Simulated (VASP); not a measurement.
# Au2I (I4/mmm) in VASP: single point with PBE

Aim: the single point of Au2I with PBE.

Everything below comes from runs of VASP 6.6.1. Logs are shortened: lines on timing, memory, paths and dates and some standing lists are left out, and cuts for length are marked.

## 1. The cell of the first run

Symmetry: I4/mmm, No. 139, tetragonal system. The conventional cell has a = 4.085 Å, b = 4.085 Å, c = 8.554 Å, α = 90.00°, β = 90.00°, γ = 90.00°. Au (site symmetry 4mm) has 5 Au at 2.83 to 3.23 Å and 5 I at 2.86 to 3.22 Å within 3.7 Å. I (site symmetry 4/mmm) has 10 Au at 2.86 to 3.22 Å within 3.8 Å.

## 2. Single point, PBE

Contents of INCAR:

```
PREC = Accurate ; ENCUT = 520
EDIFF = 1E-6 ; ISMEAR = 0
SIGMA = 0.1 ; LREAL = False
LASPH = True ; NELM = 100
ALGO = Normal ; ISIF = 2
LWAVE = False ; LCHARG = True
GGA = PE ; LELF = True
LVHAR = True ; NBANDS = 22
```

Contents of KPOINTS:

```
Automatic mesh
0
Gamma
  16 16 16
```

Contents of POSCAR:

```
Au2I
1.0
   -2.0426691178      2.0426691178      4.2769092651
    2.0426691178     -2.0426691178      4.2769092651
    2.0426691178      2.0426691178     -4.2769092651
Au I
2 1
Direct
    0.6656974424      0.6656974424      0.0000000000
    0.3343025576      0.3343025576      0.0000000000
    0.0000000000      0.0000000000      0.0000000000
```

Potentials or basis: VASP PAW PBE potentials, release 64 (Au, I).

Launch:

```bash
> cat potpaw_PBE.64/Au/POTCAR potpaw_PBE.64/I/POTCAR > POTCAR
> mpirun -np 1 vasp_std > vasp.out
```

OUTCAR:

```text
PREC = Accurate
   ENCUT = 520
   EDIFF = 1E-6
   ISMEAR = 0
   LREAL = False
   LASPH = True
   NELM = 100
   ISIF = 2
   GGA = PE

 ion  position               nearest neighbor table
   1  0.666  0.666  0.000-   2 2.83   3 2.86   3 3.22   3 3.22   3 3.22   3 3.22   2 3.23   2 3.23
                             2 3.23   2 3.23
   2  0.334  0.334  0.000-   1 2.83   3 2.86   3 3.22   3 3.22   3 3.22   3 3.22   1 3.23   1 3.23
                             1 3.23   1 3.23
   3  0.000  0.000  0.000-   1 2.86   2 2.86   1 3.22   2 3.22   1 3.22   1 3.22   1 3.22   2 3.22
                             2 3.22   2 3.22

  LATTYP: Found a body centered tetragonal cell.
 ALAT       =     4.0853382356
 C/A-ratio  =     2.0937846604

  Lattice vectors:

 A1 = (  -2.0426691178,   2.0426691178,   4.2769092651)
 A2 = (   2.0426691178,  -2.0426691178,   4.2769092651)
 A3 = (   2.0426691178,   2.0426691178,  -4.2769092651)

Analysis of symmetry for initial positions (statically):
=====================================================================
 Subroutine PRICEL returns:
 Original cell was already a primitive cell.

 Routine SETGRP: Setting up the symmetry group for a
 body centered tetragonal supercell.

 Subroutine GETGRP returns: Found 16 space group operations
 (whereof 16 operations were pure point group operations)
 out of a pool of 16 trial point group operations.

The static configuration has the point symmetry D_4h.

Analysis of symmetry for dynamics (positions and initial velocities):
=====================================================================
 Subroutine PRICEL returns:
 Original cell was already a primitive cell.

 Routine SETGRP: Setting up the symmetry group for a
 body centered tetragonal supercell.

 Subroutine GETGRP returns: Found 16 space group operations
 (whereof 16 operations were pure point group operations)
 out of a pool of 16 trial point group operations.

The dynamic configuration has the point symmetry D_4h.

 Subroutine INISYM returns: Found 16 space group operations
 (whereof 16 operations are pure point group operations),
 and found     1 'primitive' translations

----------------------------------------------------------------------------------------

                                     Primitive cell

  volume of cell :      71.3816

  direct lattice vectors                    reciprocal lattice vectors
    -2.042669118  2.042669118  4.276909265     0.000000000  0.244777774  0.116906852
     2.042669118 -2.042669118  4.276909265     0.244777774  0.000000000  0.116906852
     2.042669118  2.042669118 -4.276909265     0.244777774  0.244777774  0.000000000

  length of vectors
     5.161099409  5.161099409  5.161099409     0.271262550  0.271262550  0.346168048

  position of ions in fractional coordinates (direct lattice)
     0.665697442  0.665697442  0.000000000
     0.334302558  0.334302558  0.000000000
     0.000000000  0.000000000  0.000000000

  ion indices of the primitive-cell ions
   primitive index   ion index
                 1           1
                 2           2
                 3           3

----------------------------------------------------------------------------------------

 KPOINTS: Automatic mesh

Automatic generation of k-mesh.
 Grid dimensions read from file:
 generate k-points for:   16   16   16

 Generating k-lattice:

  Cartesian coordinates                     Fractional coordinates (reciprocal lattice)
     0.000000000  0.015298611  0.007306678     0.062500000  0.000000000  0.000000000
     0.015298611  0.000000000  0.007306678     0.000000000  0.062500000  0.000000000
     0.015298611  0.015298611  0.000000000     0.000000000  0.000000000  0.062500000

  Length of vectors
     0.016953909  0.016953909  0.021635503

  Shift w.r.t. Gamma in fractional coordinates (k-lattice)
     0.000000000  0.000000000  0.000000000

 Subroutine IBZKPT returns following result:
 ===========================================

 Found    349 irreducible k-points:

 Following reciprocal coordinates:
            Coordinates               Weight
  0.000000  0.000000  0.000000      1.000000
  0.062500  0.000000 -0.000000      8.000000
  0.125000  0.000000 -0.000000      8.000000
  0.187500  0.000000 -0.000000      8.000000
  0.250000  0.000000 -0.000000      8.000000
  0.312500  0.000000 -0.000000      8.000000
[... 16 lines left out ...]
 -0.125000  0.062500  0.000000     16.000000
 -0.062500  0.062500  0.000000      4.000000
 [... further k-points ...]
   k-points           NKPTS =    349   k-points in BZ     NKDIM =    349   number of bands    NBANDS=     22
   number of dos      NEDOS =    301   number of ions     NIONS =      3
   total plane-waves  NPLWV =  64000
   dimension x,y,z NGX =    40 NGY =   40 NGZ =   40
   dimension x,y,z NGXF=    80 NGYF=   80 NGZF=   80
   ions per type =               2   1
   NGX,Y,Z   is equivalent  to a cutoff of  12.88, 12.88, 12.88 a.u.
   NGXF,Y,Z  is equivalent  to a cutoff of  25.77, 25.77, 25.77 a.u.
 SYSTEM =  unknown system
   PREC   = accura    normal or accurate (medium, high low for compatibility)
   ISTART =      0    job   : 0-new  1-cont  2-samecut
   ICHARG =      2    charge: 1-file 2-atom 10-const
   ISPIN  =      1    spin polarized calculation?
   LNONCOLLINEAR =      F non collinear calculations
   LSORBIT =      F    spin-orbit coupling
   LASPH  =      T    aspherical Exc in radial PAW
   ENCUT  =  520.0 eV  38.22 Ry    6.18 a.u.   9.60  9.60  9.60*2*pi/ulx,y,z
   NELM   =    100;   NELMIN=  2; NELMDL= -5     # of ELM steps
   EDIFF  = 0.1E-05   stopping-criterion for ELM
   LREAL  =      F    real-space projection
   EDIFFG = 0.1E-04   stopping-criterion for IOM
   NSW    =      0    number of steps for IOM
   IBRION =     -1    ionic relax: 0-MD 1-quasi-New 2-CG
   NFREE  =      0    steps in history (QN), initial steepest desc. (CG)
   ISIF   =      2    stress and relaxation
   ISYM   =      2    0-nonsym 1-usesym 2-fastsym
   POTIM  = 0.5000    time-step for ionic-motion
   TEBEG  =    0.0;   TEEND  =   0.0 temperature during run
   PSTRESS=    0.0 pullay stress
   NELECT =      29.0000    total number of electrons
   NUPDOWN=      -1.0000    fix difference up-down
   EMIN   =  10.00;   EMAX   =-10.00  energy-range for DOS
   EFERMI =   0.00;   METHOD = LEGACY
   ISMEAR =     0;   SIGMA  =   0.10  broadening in eV -4-tet -1-fermi 0-gaus
   EFERMI_NEDOS =   21; number of points for ismear=-14 and -15
   IALGO  =     38    algorithm
   IMIX   =      4    mixing-type and parameters
     AMIX     =   0.40;   BMIX     =  1.00
     AMIX_MAG =   1.60;   BMIX_MAG =  1.00
  volume/ion in A,a.u.               =      23.79       160.57
  Fermi-wavevector in a.u.,A,eV,Ry     =   1.212492  2.291277 20.002419  1.470136
  Thomas-Fermi vector in A             =   2.347974
   LORBIT       =      0    0 simple, 1 ext, 2 COOP (PROOUT), +10 PAW based schemes
   GGA     = PE    functional components
   LHFCALC =     F    Hartree Fock is set to
   AEXX    =    0.0000 exact exchange contribution
   IVDW    =     0    specifies the selected vdW correction
   LEPSILON=     F    determine dielectric tensor
   LRPA    =     F    only Hartree local field effects (RPA)
 non-spin polarized calculation
 Gauss-broadening in eV      SIGMA  =   0.10
  energy-cutoff  :      520.00
  volume of cell :       71.38
 maximum number of plane-waves:      1955
   NGX = 19   NGY = 19   NGZ = 19

 number of electron      29.0000001 magnetization

 Free energy of the ion-electron system (eV)
  ---------------------------------------------------
  ext. energy  EPLUGINS =         0.00000000
  ---------------------------------------------------
  free energy    TOTEN  =        -6.68729108 eV

  energy without entropy =       -6.68264677  energy(sigma->0) =       -6.68496893

 E-fermi :   7.1053     XC(G=0): -10.7945

 val. band max:        7.1038527209   @ k =  -0.1250   0.5000   0.0625
 cond. band min:       7.1113380210   @ k =   0.1875   0.1875   0.0625
 fundamental gap:      0.0074853002
 Fermi energy:         7.1052803303

 k-point     1 :       0.0000    0.0000    0.0000
  band No.  band energies     occupation
      1      -7.1833      2.00000
      2       1.1944      2.00000
      3       2.2826      2.00000
      4       2.2826      2.00000
      5       2.8250      2.00000
      6       2.9693      2.00000
[... 14 lines left out ...]
     21      17.0355      0.00000
     22      17.0361      0.00000

 k-point     2 :       0.0625    0.0000   -0.0000
  band No.  band energies     occupation
      1      -7.1659      2.00000
      2       1.1719      2.00000
      3       2.1388      2.00000
      4       2.2572      2.00000
      5       2.8442      2.00000
      6       2.9750      2.00000
[... 14 lines left out ...]
     21      16.6886      0.00000
     22      16.8398      0.00000

 k-point     3 :       0.1250    0.0000   -0.0000
  band No.  band energies     occupation
      1      -7.1157      2.00000
      2       1.0905      2.00000
      3       1.8918      2.00000
      4       2.2036      2.00000
      5       2.8825      2.00000
      6       2.9912      2.00000
[... 14 lines left out ...]
     21      16.0780      0.00000
     22      16.4173      0.00000
[... 476 lines left out ...]
 k-point    23 :      -0.1250    0.0625    0.0000
  band No.  band energies     occupation
      1      -7.1100      2.00000
      2       1.2186      2.00000
      3       1.8026      2.00000
      4       2.1518      2.00000
      5       2.8491      2.00000
      6       3.0113      2.00000
[... 14 lines left out ...]
     21      15.3037      0.00000
     22      17.0733      0.00000

 k-point    24 :      -0.0625    0.0625    0.0000
  band No.  band energies     occupation
      1      -7.1544      2.00000
      2       1.2249      2.00000
      3       2.0269      2.00000
      4       2.2193      2.00000
      5       2.8379      2.00000
      6       2.9886      2.00000
[... 14 lines left out ...]
     21      16.0207      0.00000
     22      17.1933      0.00000

 [... further k-points ...]

------------------------ aborting loop because EDIFF is reached ----------------------------------------

  FORCE on cell =-STRESS in cart. coord.  units (eV):
  Direction    XX          YY          ZZ          XY          YZ          ZX
  --------------------------------------------------------------------------------------
  -------------------------------------------------------------------------------------
  Total       -0.0578123     -0.0578123     -0.1120381      0.0000000     -0.0000000      0.0000000
  in kB       -1.2976116     -1.2976116     -2.5147229      0.0000000     -0.0000000      0.0000000
  external PRESSURE =      -1.7033154 kB  Pullay stress =       0.0000000 kB

 VOLUME and BASIS-vectors are now :
 -----------------------------------------------------------------------------
  energy-cutoff  :      520.00
  volume of cell :       71.38
      direct lattice vectors                 reciprocal lattice vectors
    -2.042669118  2.042669118  4.276909265     0.000000000  0.244777774  0.116906852
     2.042669118 -2.042669118  4.276909265     0.244777774  0.000000000  0.116906852
     2.042669118  2.042669118 -4.276909265     0.244777774  0.244777774  0.000000000

 POSITION                                       TOTAL-FORCE (eV/Angst)
 -----------------------------------------------------------------------------------
      0.00000      0.00000      5.69426        -0.000000     -0.000000     -0.002720
      0.00000      0.00000      2.85956        -0.000000     -0.000000      0.002720
      0.00000      0.00000      0.00000         0.000000      0.000000      0.000000
 -----------------------------------------------------------------------------------
    total drift:                                0.000000      0.000000     -0.000000

  FREE ENERGIE OF THE ION-ELECTRON SYSTEM (eV)
  ---------------------------------------------------
  free  energy   TOTEN  =        -6.6872910803 eV

  energy  without entropy=       -6.6826467730  energy(sigma->0) =       -6.68496893
```

Wall time 8.7 min (1 thread of Intel Xeon Platinum 8259CL at 2.50GHz (Skylake/Cascade Lake), shared host); peak memory 0.63 GiB.

What came out:

- Free energy: -6.6873 eV
- Pressure: -0.2 GPa
- Band gap on the k mesh: zero (an odd number of electrons rules out a gap without spin polarisation)

Forces in eV/Å, atoms in the order of the input:
```
Au   0.000  0.000 -0.003
Au   0.000  0.000  0.003
I    0.000  0.000  0.000
```

Stress tensor (GPa, compression positive):
```
-0.13  0.00  0.00
 0.00 -0.13  0.00
 0.00  0.00 -0.25
```

Caveat: spin-orbit coupling is left out, which moves the levels of the heavy elements; an odd number of electrons without spin polarisation forces a metal; a magnetic or distorted state may lie lower.
